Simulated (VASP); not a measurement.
A run of VASP 6.6.1 is set up as follows.

INCAR

```
PREC = Accurate ; ENCUT = 520
EDIFF = 1E-6 ; ISMEAR = 0
SIGMA = 0.15 ; LREAL = False
LASPH = True ; NELM = 60
ALGO = Fast ; ISIF = 2
LWAVE = False ; LCHARG = True
GGA = PE ; LELF = True
LVHAR = True ; NBANDS = 12
```

File KPOINTS:

```
Automatic mesh
0
Gamma
  18 18 18
```

The input POSCAR:

```
Cd
1.0
    0.0000000000      2.3143393943      2.2541534960
    2.1639873562      0.0000000000      2.2541534960
    2.1639873562      2.3143393943      0.0000000000
Cd
1
Direct
    0.0000000000      0.0000000000      0.0000000000
```

Potentials or basis: VASP PAW PBE potentials, release 64 (Cd).

Command:

```sh
$ cat potpaw_PBE.64/Cd/POTCAR > POTCAR
$ mpirun -np 1 vasp_std > vasp.out
```

Q: Predict the pressure.

A: 0.9 GPa.

Q: Predict the band gap on the k mesh.

A: Zero (band 6 reaches 4.52 eV, above the bottom of band 7 at 1.24 eV).

Stress tensor (GPa, compression positive):
```
 1.81  0.00  0.00
 0.00 -0.22  0.00
 0.00  0.00  1.04
```

Caveat: the cell differs from its parent crystal (normal strain along x -0.0400, normal strain along y +0.0267).
